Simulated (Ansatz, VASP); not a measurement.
Two plane-wave programs on AlGa3N4

```
Al Ga N
1.0
     4.36697    0.00000    0.00000
     0.00000    4.36697    0.00000
     0.00000    0.00000    4.36697
Al Ga N
1 3 4
Cartesian
  0.0000 0.0000 0.0000
  2.1835 2.1835 0.0000
  2.1835 0.0000 2.1835
  0.0000 2.1835 2.1835
  3.2962 3.2962 1.0707
  3.2962 1.0707 3.2962
  1.0707 3.2962 3.2962
  1.0707 1.0707 1.0707
```

Alike in both runs: task single point; functional LDA; k mesh 6 × 6 × 6; occupations gaussian, width 0.05 eV; no spin polarisation.

|  | VASP | Ansatz |
| --- | --- | --- |
| version | VASP 6.6.1 | Ansatz 0.2.0 |
| potentials or method | VASP PAW LDA potentials, release 64 (Al, Ga_d, N), cutoff 520 eV | scalar-relativistic, plane waves, PAW |
| valence electrons in the cell | 62 | 62 |

VASP gave:

```
gap on the k mesh at the Fermi level (eV) : 2.86
least direct gap on the mesh (eV)         : 2.86
pressure (GPa)                            : 10.4
rms of the force components (eV/Å)        : 0.019
```

Question: What did Ansatz give for the same quantities?

Answer: gap on the k mesh at the Fermi level (eV): 2.85; least direct gap on the mesh (eV): 2.85; pressure (GPa): 9.1; rms of the force components (eV/Å): 0.007.

Ansatz warns that its potentials were made for another functional, while VASP's fit it. LDA's correlation is that of Perdew and Zunger in VASP and of Perdew and Wang (1992) in Ansatz. Atom by atom the forces differ by 0.013 eV/Å (rms over components).
